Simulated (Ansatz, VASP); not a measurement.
One calculation of Fe, two programs

```
Fe
1.0
     2.36481    0.00000    0.00000
    -1.18240    2.04799    0.00000
     0.00000    0.00000    7.61084
Fe
4
Direct
  0.00000 0.00000 0.00000
  0.00000 0.00000 0.50000
  0.33333 0.66667 0.25000
  0.66667 0.33333 0.75000
```

Alike in both runs: task single point; functional LDA; k mesh 17 × 17 × 5; occupations fermi-dirac, width 0.1 eV; no spin polarisation.

|  | VASP | Ansatz |
| --- | --- | --- |
| version | VASP 6.6.1 | Ansatz 0.2.0 |
| potentials or method | VASP PAW LDA potentials, release 64 (Fe), cutoff 520 eV | plane waves (420 eV) with PAW, scalar-relativistic |
| valence electrons in the cell | 32 | 64 |

|  | VASP | Ansatz | Ansatz less VASP |
| --- | --- | --- | --- |
| pressure (GPa) | 15.1 | 15.4 | +0.28 |
| traceless stress, the component that is largest in VASP (GPa) | 0.03 | 0.12 | +0.087 |

Ansatz warns that its potentials were made for another functional, while VASP's fit it. LDA's correlation is that of Perdew and Zunger in VASP and of Perdew and Wang (1992) in Ansatz. VASP's potentials hold 32 valence electrons a cell and Ansatz's 64, so a difference there can come from the potentials and not from the codes.
